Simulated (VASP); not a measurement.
Here is a VASP 6.6.1 calculation.

POSCAR

```
CdTe
1.0
    0.0000000000      3.3137386534      3.3137386534
    3.3137386534      0.0000000000      3.3137386534
    3.3137386534      3.3137386534      0.0000000000
Cd Te
1 1
Direct
    0.0000000000      0.0000000000      0.0000000000
    0.2500000000      0.2500000000      0.2500000000
```

INCAR.step1

```
  PREC = Accurate
  ENCUT = 520
  ISMEAR = 0
  SIGMA = 0.01
  LREAL = F
  LASPH = T
  NELM = 100
  NBANDS = 16
  GGA = PE
  ALGO = Normal
  EDIFF = 1E-4
  LWAVE = T
  LCHARG = F
```

File INCAR.step2:

```
  PREC = Accurate
  ENCUT = 520
  EDIFF = 1E-6
  ISMEAR = 0
  SIGMA = 0.01
  LREAL = F
  LASPH = T
  NELM = 100
  ALGO = Normal
  ISIF = 2
  LWAVE = F
  LCHARG = F
  METAGGA = R2SCAN
  LMIXTAU = T
  NBANDS = 16
  ISTART = 1
```

File KPOINTS:

```
Automatic mesh
0
Gamma
  6 6 6
```

Potentials or basis: VASP PAW PBE potentials, release 64 (Cd, Te).

The run is started by

```bash
$ cat potpaw_PBE.64/Cd/POTCAR potpaw_PBE.64/Te/POTCAR > POTCAR
$ cp INCAR.step1 INCAR
$ mpirun -np 1 vasp_std > vasp.out
$ cp INCAR.step2 INCAR
$ mpirun -np 1 vasp_std > vasp.out
```

**Question.** Predict the pressure.

**Answer.** -1.1 GPa.

**Question.** Estimate the band gap on the k mesh.

**Answer.** 1.05 eV, direct.

Caveat: the cell differs from its parent crystal (strain +1.0%); the PAW data sets were made with another functional, which shifts forces and pressure a little; spin-orbit coupling is left out, which moves the levels of the heavy elements.
